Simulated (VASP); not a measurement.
# K: single point with LDA

K:

```
K
1.0
    -2.29734    2.29734    2.29734
     2.29734   -2.29734    2.29734
     2.29734    2.29734   -2.29734
K
1
Direct
  0.00000 0.00000 0.00000
```

```json
{"Program": "VASP 6.6.1", "Task": "single point", "Functional": "LDA", "Potentials or basis": "VASP PAW LDA potentials, release 64 (K_sv)", "Cutoff": "520 eV", "k mesh": "12 × 12 × 12", "Occupations": "fermi-dirac, width 0.05 eV", "Spin": "no spin polarisation", "Dipole correction": "no", "Further INCAR settings": "ALGO = Normal; EDIFF = 1e-06; NBANDS = 10"}
```

The pressure is 2.1 GPa and the band gap on the k mesh is zero (an odd number of electrons rules out a gap without spin polarisation).

Levels at points of the mesh, in eV from the Fermi level:
| k point | band 1 | band 2 | band 3 | band 4 | band 5 | band 6 | band 7 | band 8 | band 9 |
| --- | --- | --- | --- | --- | --- | --- | --- | --- | --- |
| (0.00, 0.00, 0.00) | -31.68 | -15.28 | -15.28 | -15.28 | -2.81 | 4.47 | 4.47 | 4.47 | 5.74 |
| (0.50, 0.00, 0.00) | -31.65 | -15.56 | -15.37 | -15.28 | 0.28 | 1.08 | 3.07 | 5.59 | 6.38 |
| (0.50, 0.50, 0.50) | -31.63 | -15.47 | -15.47 | -15.47 | 1.28 | 1.28 | 4.80 | 4.80 | 4.80 |

It took 39 s on 1 thread of Intel Xeon 8259CL, with other jobs on the host, peak memory 0.16 GiB.
